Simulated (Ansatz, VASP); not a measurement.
## One calculation of Ca, two programs

```
CELL_PARAMETERS angstrom
0.00000 2.79420 2.79420
2.62655 0.00000 2.79420
2.62655 2.79420 0.00000
ATOMIC_POSITIONS crystal
Ca 0.00000 0.00000 0.00000
```

Change from the starting cell: strain -0.0600 x Voigt [1, 0, 0, 0, 0, 0], atoms carried along.

Alike in both runs: task single point; functional PBE; k mesh 14 × 14 × 14; occupations gaussian, width 0.15 eV; no spin polarisation.

|  | VASP | Ansatz |
| --- | --- | --- |
| version | VASP 6.6.1 | Ansatz 0.2.0 |
| potentials or method | VASP PAW PBE potentials, release 64 (Ca_sv), cutoff 520 eV | scalar-relativistic, plane waves, PAW |
| valence electrons in the cell | 10 | 10 |

```csv
,VASP,Ansatz,Ansatz less VASP
gap on the k mesh at the Fermi level (eV),none,none,-
pressure (GPa),0.5,0.5,0.00
"traceless stress, the component that is largest in VASP (GPa)",0.22,0.22,0.000
```

A gap of «none» marks a metal or a gap that the smearing closes.
